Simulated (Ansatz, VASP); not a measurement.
**ZnSe in VASP and in Ansatz**

```xyz
4
Lattice="4.0867 0.0000 0.0000 0.0000 4.0867 0.0000 0.0000 0.0000 6.2214" Properties=species:S:1:pos:R:3 pbc="T T T"
Zn    0.0000    0.0000    0.0000
Zn    2.0433    2.0433    0.0000
Se    0.0000    2.0433    1.4887
Se    2.0433    0.0000    4.7327
```

Alike in both runs: task single point; functional PBE; k mesh 8 × 8 × 6; occupations gaussian, width 0.02 eV; no spin polarisation.

|  | VASP | Ansatz |
| --- | --- | --- |
| version | VASP 6.6.1 | Ansatz 0.2.0 |
| potentials or method | VASP PAW PBE potentials, release 64 (Zn, Se), cutoff 520 eV | scalar-relativistic, plane waves, PAW |
| valence electrons in the cell | 36 | 56 |

Ansatz gave:

```
gap on the k mesh at the Fermi level (eV)                     : 2.02
least direct gap on the mesh (eV)                             : 2.02
pressure (GPa)                                                : 0.5
traceless stress, the component that is largest in VASP (GPa) : -0.05
rms of the force components (eV/Å)                            : 0.025
```

Problem. Which values does VASP return?

Solution. gap on the k mesh at the Fermi level (eV): 2.02; least direct gap on the mesh (eV): 2.02; pressure (GPa): 0.7; traceless stress, the component that is largest in VASP (GPa): -0.05; rms of the force components (eV/Å): 0.042.

Atom by atom the forces differ by 0.017 eV/Å (rms over components). The functional is the same, so the differences come from potentials, cutoffs and numerics. VASP's potentials hold 36 valence electrons a cell and Ansatz's 56, so a difference there can come from the potentials and not from the codes.
